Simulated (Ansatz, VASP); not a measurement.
## NiO: VASP beside Ansatz

```
Ni O
1.0
     0.00000    2.07190    2.07190
     2.07190    0.00000    2.07190
     2.07190    2.07190    0.00000
Ni O
1 1
Cartesian
  0.0000 0.0000 0.0000
  2.0719 2.0719 2.0719
```

Alike in both runs: task single point; functional PBE; dispersion D3(BJ); k mesh 11 × 11 × 11; occupations fermi-dirac, width 0.05 eV; collinear spin.

```csv
,VASP,Ansatz
version,VASP 6.6.1,Ansatz 0.2.0
potentials or method,"VASP PAW PBE potentials, release 64 (Ni, O)",Ansatz PAW
plane-wave cutoff (eV),520,420
valence electrons in the cell,16,24
```

Ansatz gave:

```
gap on the k mesh at the Fermi level (eV)                     : none
pressure (GPa)                                                : 6.6
net moment per atom (μB)                                      : 0.82
size of the moment on the site where the two differ most (μB) : 0.26
```

**Question.** What did VASP give for the same quantities?

**Answer.** gap on the k mesh at the Fermi level (eV): none; pressure (GPa): 6.1; net moment per atom (μB): 0.80; size of the moment on the site where the two differ most (μB): 0.23.

Site moments also hang on the region over which each program counts them. A gap of «none» marks a metal or a gap that the smearing closes. VASP's potentials hold 16 valence electrons a cell and Ansatz's 24, so a difference there can come from the potentials and not from the codes.
